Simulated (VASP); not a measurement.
Pd:

```xyz
1
Lattice="-1.5723 1.5723 1.5723 1.5723 -1.5723 1.5723 1.5723 1.5723 -1.5723" Properties=species:S:1:pos:R:3 pbc="T T T"
Pd    0.0000    0.0000    0.0000
```

```yaml
Program: VASP 6.6.1
Task: relaxation of cell and atoms
Functional: r2SCAN
Potentials_or_basis: VASP PAW PBE potentials, release 64 (Pd)
Cutoff: 600 eV
k_mesh: 12 × 12 × 12
Occupations: fermi-dirac, width 0.05 eV
Spin: no spin polarisation
```

At the start: pressure -5.1 GPa; volume 15.55 Å³/atom.

How do energy, volume and symmetry change on relaxing?

Over 3 steps the energy falls by 7.8 meV/atom and the volume is 15.08 Å³/atom (-3.0 %); space group Im-3m (No. 229, to 0.05 Å).

Step by step:
```csv
step,energy change (eV),largest force (eV/Å),pressure (GPa),volume (Å³)
1,0.0000,0.0000,-5.10,15.55
2,0.0080,0.0000,8.67,14.46
3,-0.0078,0.0000,-0.07,15.08
```

Final structure:
```yaml
crystal:
  lattice:
    - [-1.55635, 1.55635, 1.55635]
    - [1.55635, -1.55635, 1.55635]
    - [1.55635, 1.55635, -1.55635]
  atoms:
    - { symbol: Pd, position: [0.00000, 0.00000, 0.00000] }
```

Caveat: the PAW data sets were made with another functional, which shifts forces and pressure a little.
